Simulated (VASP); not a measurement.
# PtS2 (P-3m1) in VASP: single point with PBE+D3(BJ)

Aim: the single point of PtS2 with PBE+D3(BJ).

Everything below comes from runs of VASP 6.6.1. Logs are shortened: lines on timing, memory, paths and dates and some standing lists are left out, and cuts for length are marked.

### 1 The cell of the first run

The structure is trigonal, space group P-3m1 (No. 164). Conventional cell: a = 3.583 Å, b = 3.583 Å, c = 4.663 Å, α = 90.00°, β = 90.00°, γ = 120.00°. Pt (site symmetry -3m) has 6 S at 2.39 Å within 3.2 Å. Within 3.2 Å of S (site symmetry 3m) lie 3 Pt at 2.39 Å and 6 S at 3.06 to 3.18 Å.

### 2 Single point, PBE+D3(BJ)

The input, INCAR:

```
PREC = Accurate ; ENCUT = 520
EDIFF = 1E-6 ; ISMEAR = 0
SIGMA = 0.03 ; LREAL = False
LASPH = True ; NELM = 100
ALGO = Normal ; ISIF = 2
LWAVE = False ; LCHARG = True
GGA = PE ; IVDW = 12
LELF = True ; LVHAR = True
NBANDS = 18
```

The input, KPOINTS:

```
regular mesh
0
Gamma
  12 12 8
```

The input, POSCAR:

```
PtS2
1.0
    3.5832742325      0.0000000000      0.0000000000
   -1.7916371163      3.1032065141      0.0000000000
    0.0000000000      0.0000000000      4.6628322088
Pt S
1 2
Direct
    0.0000000000      0.0000000000      0.0000000000
    0.3333333333      0.6666666667      0.2587415406
    0.6666666667      0.3333333333      0.7412584594
```

Potentials or basis: VASP PAW PBE potentials, release 64 (Pt, S).

Started as:

```console
$ cat potpaw_PBE.64/Pt/POTCAR potpaw_PBE.64/S/POTCAR > POTCAR
$ mpirun -np 1 vasp_std > vasp.out
```

OUTCAR:

```text
PREC = Accurate
   ENCUT = 520
   EDIFF = 1E-6
   ISMEAR = 0
   LREAL = False
   LASPH = True
   NELM = 100
   ISIF = 2
   GGA = PE
   IVDW = 12
 IVDW          = 12

 ion  position               nearest neighbor table
   1  0.000  0.000  0.000-   2 2.39   3 2.39   3 2.39   2 2.39   3 2.39   2 2.39
   2  0.333  0.667  0.259-   1 2.39   1 2.39   1 2.39
   3  0.667  0.333  0.741-   1 2.39   1 2.39   1 2.39

  LATTYP: Found a hexagonal cell.
 ALAT       =     3.5832742325
 C/A-ratio  =     1.3012769624

  Lattice vectors:

 A1 = (   3.5832742325,   0.0000000000,   0.0000000000)
 A2 = (  -1.7916371163,   3.1032065141,   0.0000000000)
 A3 = (   0.0000000000,   0.0000000000,   4.6628322088)

Analysis of symmetry for initial positions (statically):
=====================================================================
 Subroutine PRICEL returns:
 Original cell was already a primitive cell.

 Routine SETGRP: Setting up the symmetry group for a
 hexagonal supercell.

 Subroutine GETGRP returns: Found 12 space group operations
 (whereof 12 operations were pure point group operations)
 out of a pool of 24 trial point group operations.

The static configuration has the point symmetry D_3d.

Analysis of symmetry for dynamics (positions and initial velocities):
=====================================================================
 Subroutine PRICEL returns:
 Original cell was already a primitive cell.

 Routine SETGRP: Setting up the symmetry group for a
 hexagonal supercell.

 Subroutine GETGRP returns: Found 12 space group operations
 (whereof 12 operations were pure point group operations)
 out of a pool of 24 trial point group operations.

The dynamic configuration has the point symmetry D_3d.

 Subroutine INISYM returns: Found 12 space group operations
 (whereof 12 operations are pure point group operations),
 and found     1 'primitive' translations

----------------------------------------------------------------------------------------

                                     Primitive cell

  volume of cell :      51.8490

  direct lattice vectors                    reciprocal lattice vectors
     3.583274232  0.000000000  0.000000000     0.279074370  0.161123663  0.000000000
    -1.791637116  3.103206514  0.000000000     0.000000000  0.322247326  0.000000000
     0.000000000  0.000000000  4.662832209     0.000000000  0.000000000  0.214461931

  length of vectors
     3.583274232  3.583274233  4.662832209     0.322247326  0.322247326  0.214461931

  position of ions in fractional coordinates (direct lattice)
     0.000000000  0.000000000  0.000000000
     0.333333333  0.666666667  0.258741541
     0.666666667  0.333333333  0.741258459

  ion indices of the primitive-cell ions
   primitive index   ion index
                 1           1
                 2           2
                 3           3

----------------------------------------------------------------------------------------

 KPOINTS: regular mesh

Automatic generation of k-mesh.
 Grid dimensions read from file:
 generate k-points for:   12   12    8

 Generating k-lattice:

  Cartesian coordinates                     Fractional coordinates (reciprocal lattice)
     0.023256198  0.013426972  0.000000000     0.083333333  0.000000000  0.000000000
     0.000000000  0.026853944  0.000000000     0.000000000  0.083333333  0.000000000
     0.000000000  0.000000000  0.026807741     0.000000000  0.000000000  0.125000000

  Length of vectors
     0.026853944  0.026853944  0.026807741

  Shift w.r.t. Gamma in fractional coordinates (k-lattice)
     0.000000000  0.000000000  0.000000000

 Subroutine IBZKPT returns following result:
 ===========================================

 Found    131 irreducible k-points:

 Following reciprocal coordinates:
            Coordinates               Weight
  0.000000  0.000000  0.000000      1.000000
  0.083333  0.000000  0.000000      6.000000
  0.166667  0.000000  0.000000      6.000000
  0.250000  0.000000  0.000000      6.000000
  0.333333  0.000000  0.000000      6.000000
  0.416667  0.000000  0.000000      6.000000
[... 16 lines left out ...]
  0.166667  0.000000  0.125000      6.000000
  0.000000  0.166667  0.125000      6.000000
 [... further k-points ...]
   k-points           NKPTS =    131   k-points in BZ     NKDIM =    131   number of bands    NBANDS=     18
   number of dos      NEDOS =    301   number of ions     NIONS =      3
   total plane-waves  NPLWV =  28224
   dimension x,y,z NGX =    28 NGY =   28 NGZ =   36
   dimension x,y,z NGXF=    56 NGYF=   56 NGZF=   72
   ions per type =               1   2
   NGX,Y,Z   is equivalent  to a cutoff of  12.99, 12.99, 12.84 a.u.
   NGXF,Y,Z  is equivalent  to a cutoff of  25.98, 25.98, 25.67 a.u.
 SYSTEM =  unknown system
   PREC   = accura    normal or accurate (medium, high low for compatibility)
   ISTART =      0    job   : 0-new  1-cont  2-samecut
   ICHARG =      2    charge: 1-file 2-atom 10-const
   ISPIN  =      1    spin polarized calculation?
   LNONCOLLINEAR =      F non collinear calculations
   LSORBIT =      F    spin-orbit coupling
   LASPH  =      T    aspherical Exc in radial PAW
   ENCUT  =  520.0 eV  38.22 Ry    6.18 a.u.   6.66  6.66  8.67*2*pi/ulx,y,z
   NELM   =    100;   NELMIN=  2; NELMDL= -5     # of ELM steps
   EDIFF  = 0.1E-05   stopping-criterion for ELM
   LREAL  =      F    real-space projection
   EDIFFG = 0.1E-04   stopping-criterion for IOM
   NSW    =      0    number of steps for IOM
   IBRION =     -1    ionic relax: 0-MD 1-quasi-New 2-CG
   NFREE  =      0    steps in history (QN), initial steepest desc. (CG)
   ISIF   =      2    stress and relaxation
   ISYM   =      2    0-nonsym 1-usesym 2-fastsym
   POTIM  = 0.5000    time-step for ionic-motion
   TEBEG  =    0.0;   TEEND  =   0.0 temperature during run
   PSTRESS=    0.0 pullay stress
   NELECT =      22.0000    total number of electrons
   NUPDOWN=      -1.0000    fix difference up-down
   EMIN   =  10.00;   EMAX   =-10.00  energy-range for DOS
   EFERMI =   0.00;   METHOD = LEGACY
   ISMEAR =     0;   SIGMA  =   0.03  broadening in eV -4-tet -1-fermi 0-gaus
   EFERMI_NEDOS =   21; number of points for ismear=-14 and -15
   IALGO  =     38    algorithm
   IMIX   =      4    mixing-type and parameters
     AMIX     =   0.40;   BMIX     =  1.00
     AMIX_MAG =   1.60;   BMIX_MAG =  1.00
  volume/ion in A,a.u.               =      17.28       116.63
  Fermi-wavevector in a.u.,A,eV,Ry     =   1.230181  2.324704 20.590301  1.513344
  Thomas-Fermi vector in A             =   2.365039
   LORBIT       =      0    0 simple, 1 ext, 2 COOP (PROOUT), +10 PAW based schemes
   GGA     = PE    functional components
   LHFCALC =     F    Hartree Fock is set to
   AEXX    =    0.0000 exact exchange contribution
   IVDW    =    12    specifies the selected vdW correction
   LEPSILON=     F    determine dielectric tensor
   LRPA    =     F    only Hartree local field effects (RPA)
 non-spin polarized calculation
 Gauss-broadening in eV      SIGMA  =   0.03
  energy-cutoff  :      520.00
  volume of cell :       51.85
 maximum number of plane-waves:      1421
 NGX is ok and might be reduce to    28
   NGX = 13   NGY = 13   NGZ = 17

 number of electron      21.9999997 magnetization

 Free energy of the ion-electron system (eV)
  ---------------------------------------------------
  ext. energy  EPLUGINS =         0.00000000
  ---------------------------------------------------
  free energy    TOTEN  =       -15.31613279 eV

  energy without entropy =      -15.31611287  energy(sigma->0) =      -15.31612283

 E-fermi :   8.0271     XC(G=0): -11.0434

 val. band max:        8.0032324466   @ k =   0.0000   0.0000   0.0000
 cond. band min:       8.0711935652   @ k =   0.0000   0.3333   0.2500
 fundamental gap:      0.0679611186
 Fermi energy:         8.0270971656

 k-point     1 :       0.0000    0.0000    0.0000
  band No.  band energies     occupation
      1      -7.9911      2.00000
      2      -4.5674      2.00000
      3       0.3353      2.00000
      4       0.8882      2.00000
      5       0.8882      2.00000
      6       3.7283      2.00000
[... 10 lines left out ...]
     17      15.3488      0.00000
     18      20.3084      0.00000

 k-point     2 :       0.0833    0.0000    0.0000
  band No.  band energies     occupation
      1      -7.9042      2.00000
      2      -4.6313      2.00000
      3       0.4326      2.00000
      4       0.9462      2.00000
      5       0.9853      2.00000
      6       3.6014      2.00000
[... 10 lines left out ...]
     17      15.6054      0.00000
     18      18.9311      0.00000

 k-point     3 :       0.1667    0.0000    0.0000
  band No.  band energies     occupation
      1      -7.6520      2.00000
      2      -4.8012      2.00000
      3       0.7077      2.00000
      4       1.1073      2.00000
      5       1.2558      2.00000
      6       3.1586      2.00000
[... 10 lines left out ...]
     17      16.2402      0.00000
     18      17.5045      0.00000

 k-point     4 :       0.2500    0.0000    0.0000
  band No.  band energies     occupation
      1      -7.2613      2.00000
      2      -5.0298      2.00000
      3       1.0887      2.00000
      4       1.3287      2.00000
      5       1.6223      2.00000
      6       2.4391      2.00000
[... 375 lines left out ...]
      4       0.9375      2.00000
      5       1.1090      2.00000
      6       3.5561      2.00000
[... 10 lines left out ...]
     17      15.8382      0.00000
     18      18.2687      0.00000

 k-point    23 :       0.1667    0.0000    0.1250
  band No.  band energies     occupation
      1      -7.5769      2.00000
      2      -4.9704      2.00000
      3       0.7608      2.00000
      4       1.1508      2.00000
      5       1.3793      2.00000
      6       3.2371      2.00000
[... 10 lines left out ...]
     17      15.6671      0.00000
     18      17.1034      0.00000

 k-point    24 :       0.0000    0.1667    0.1250
  band No.  band energies     occupation
      1      -7.5867      2.00000
      2      -4.9333      2.00000
      3       0.6037      2.00000
      4       1.0756      2.00000
      5       1.5464      2.00000
      6       3.0111      2.00000
[... 10 lines left out ...]
     17      16.7609      0.00000
     18      17.0437      0.00000

 [... further k-points ...]

------------------------ aborting loop because EDIFF is reached ----------------------------------------

 Edisp (eV)   -1.35408

 E8    (eV) :    -0.5437

  FORCE on cell =-STRESS in cart. coord.  units (eV):
  Direction    XX          YY          ZZ          XY          YZ          ZX
  --------------------------------------------------------------------------------------
  -------------------------------------------------------------------------------------
  Total      -0.18215    -0.18215    -0.10440     0.00000     0.00000    -0.00000
  in kB      -5.62850    -5.62850    -3.22618     0.00000     0.00000    -0.00000
  external pressure =       -4.83 kB  Pullay stress =        0.00 kB

 VOLUME and BASIS-vectors are now :
 -----------------------------------------------------------------------------
  energy-cutoff  :      520.00
  volume of cell :       51.85
      direct lattice vectors                 reciprocal lattice vectors
     3.583274232  0.000000000  0.000000000     0.279074370  0.161123663  0.000000000
    -1.791637116  3.103206514  0.000000000     0.000000000  0.322247326  0.000000000
     0.000000000  0.000000000  4.662832209     0.000000000  0.000000000  0.214461931

 POSITION                                       TOTAL-FORCE (eV/Angst)
 -----------------------------------------------------------------------------------
      0.00000      0.00000      0.00000        -0.000000      0.000000      0.000000
     -0.00000      2.06880      1.20647         0.000000     -0.000000     -0.043764
      1.79164      1.03440      3.45636        -0.000000      0.000000      0.043764
 -----------------------------------------------------------------------------------
    total drift:                                0.000000     -0.000000      0.000000

  FREE ENERGIE OF THE ION-ELECTRON SYSTEM (eV)
  ---------------------------------------------------
  free  energy   TOTEN  =       -16.6702132271 eV

  energy  without entropy=      -16.6701933053  energy(sigma->0) =      -16.67020327
```

Run time: 1.7 min. Hardware: 1 thread of AMD EPYC 7R43 (Zen 3), shared host; peak memory 0.22 GiB.

Results:

* Free energy: -16.6702 eV
* Pressure: -0.5 GPa
* Largest force: 0.044 eV/Å
* Band gap on the k mesh: 0.07 eV, indirect (least direct gap 0.69 eV)
* Dispersion energy per atom: -0.451 eV

Forces in eV/Å, atoms in the order of the input:
```
Pt   0.000  0.000  0.000
S    0.000  0.000 -0.044
S    0.000  0.000  0.044
```

Stress tensor (GPa, compression positive):
```
-0.56  0.00  0.00
 0.00 -0.56  0.00
 0.00  0.00 -0.32
```

Caveat: spin-orbit coupling is left out, which moves the levels of the heavy elements. A k mesh can miss the band edges.
